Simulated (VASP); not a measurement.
A run of VASP 6.6.1:

INCAR

```
PREC = Accurate ; ENCUT = 520
EDIFF = 1E-7 ; ISMEAR = 0
SIGMA = 0.15 ; LREAL = F
LASPH = T ; NELM = 60
ALGO = Fast ; ISIF = 2
LWAVE = F ; LCHARG = T
LELF = T ; LVHAR = T
NBANDS = 14
```

The input KPOINTS:

```
Automatic mesh
0
Gamma
  14 14 14
```

The input POSCAR:

```
TiAl
1.0
    2.9522614856      0.0000000000      0.0000000000
    0.0000000000      3.2959109708      0.0000000000
    0.0000000000      0.0000000000      3.1240862282
Ti Al
1 1
Direct
    0.0000000000      0.0000000000      0.0000000000
    0.5000000000      0.5000000000      0.5000000000
```

Potentials or basis: VASP PAW LDA potentials, release 64 (Ti_sv, Al).

The run is started by

```bash
$ cat potpaw_LDA.64/Ti_sv/POTCAR potpaw_LDA.64/Al/POTCAR > POTCAR
$ mpirun -np 1 vasp_std > vasp.out
```

Hardware: 1 thread of Intel(R) Xeon(R) Platinum 8375C CPU @ 2.90GHz (Ice Lake), on a shared host.

Question: Estimate the wall time of this run.

Answer: Run time: 4.2 min on 1 thread of Intel(R) Xeon(R) Platinum 8375C CPU @ 2.90GHz (Ice Lake) (shared host), peak memory 0.32 GiB. Counts: scf iterations 29, k points 512.
